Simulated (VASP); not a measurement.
## MnO: single point with PBE0

The system is MnO.

```
Mn O
1.0
     0.00000    2.43651    2.43651
     2.43651    0.00000    2.43651
     2.43651    2.43651    0.00000
Mn O
1 1
Direct
  0.00000 0.00000 0.00000
  0.25000 0.25000 0.25000
```

```yaml
Program: VASP 6.6.1
Task: single point
Functional: PBE0
Potentials_or_basis: VASP PAW PBE potentials, release 64 (Mn_pv, O)
Cutoff: 520 eV
k_mesh: 5 × 5 × 5
Occupations: fermi-dirac, width 0.05 eV
Spin: collinear spin, ferromagnetic start
Starting_moments: "[4.0, 0.0] μB"
Dipole_correction: no
Grid_for_exact_exchange_PRECFOCK: Normal
Further_INCAR_settings: ALGO = Normal; EDIFF = 1e-06; NBANDS = 20
Share_of_exact_exchange: 0.25
```

- Pressure: -5.6 GPa
- Band gap on the k mesh: 1.15 eV
- Net moment: 5.00 μB per cell
- Site moments: Mn +4.57; O +0.14 μB
- Valence electrons inside the program's atomic spheres: Mn 11.32; O 5.03

Levels at points of the mesh, in eV from the valence-band top:
Spin up:
| k point | band 10 | band 11 | band 12 | band 13 | band 14 | band 15 |
| --- | --- | --- | --- | --- | --- | --- |
| (0.00, 0.00, 0.00) | 0.00 | 0.00 | 0.00 | 1.15 | 14.75 | 14.75 |
Spin down:
| k point | band 3 | band 4 | band 5 | band 6 | band 7 | band 8 | band 9 | band 10 | band 11 | band 12 |
| --- | --- | --- | --- | --- | --- | --- | --- | --- | --- | --- |
| (0.00, 0.00, 0.00) | -46.85 | -19.87 | -3.77 | -3.77 | -3.77 | 2.42 | 6.01 | 6.01 | 7.75 | 7.75 |

Run time: 12 min on 1 thread of Intel(R) Xeon(R) 6975P-C (Granite Rapids), with other jobs on the host, peak memory 0.18 GiB.

Caveat: the k points lie up to 0.45 Å⁻¹ apart; the PAW data sets were made with another functional, which shifts forces and pressure a little; a cell with one magnetic atom can't hold antiferromagnetic order, which such compounds often take.
